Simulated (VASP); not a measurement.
A run of VASP 6.6.1:

File INCAR:

```
SYSTEM = PtSe2
PREC     = Accurate       ! precision mode
ENCUT    = 520            ! plane-wave cutoff, eV
EDIFF    = 1E-6           ! SCF threshold, eV
ISMEAR   = 0              ! smearing method
SIGMA    = 0.15           ! smearing width, eV
LREAL    = .False.        ! projectors in reciprocal space
LASPH    = .True.         ! aspherical terms in the spheres
NELM     = 60             ! most SCF steps
ALGO     = Normal         ! electronic algorithm
ISIF     = 2              ! what is computed and relaxed
LWAVE    = .False.        ! write WAVECAR
LCHARG   = .True.         ! write CHGCAR
GGA      = PS             ! functional
LELF     = .True.         ! ELF
LVHAR    = .True.       
NBANDS   = 18             ! bands
```

Contents of KPOINTS:

```
Automatic mesh
0
Gamma
  12 12 10
  0 0 0
```

POSCAR

```
PtSe2
1.0
    3.7607249071      0.0000000000      0.0000000000
   -1.8803624535      3.2568833062      0.0000000000
    0.0000000000      0.0000000000      4.9362599648
Pt Se
1 2
Direct
    0.0000000000      0.0000000000      0.0000000000
    0.3333333333      0.6666666667      0.2606754608
    0.6666666667      0.3333333333      0.7393245392
```

Potentials or basis: VASP PAW PBE potentials, release 64 (Pt, Se).

The run is started by

```console
$ cat potpaw_PBE.64/Pt/POTCAR potpaw_PBE.64/Se/POTCAR > POTCAR
$ mpirun -np 1 vasp_std > vasp.out
```

Hardware: 1 thread of Intel(R) Xeon(R) 6975P-C (Granite Rapids), on a shared host.

Problem. How long does it take, and how much memory?

Solution. It took 67 s on 1 thread of Intel(R) Xeon(R) 6975P-C (Granite Rapids), on a shared host, peak memory 0.31 GiB. Counts: scf iterations 12, k points 162.
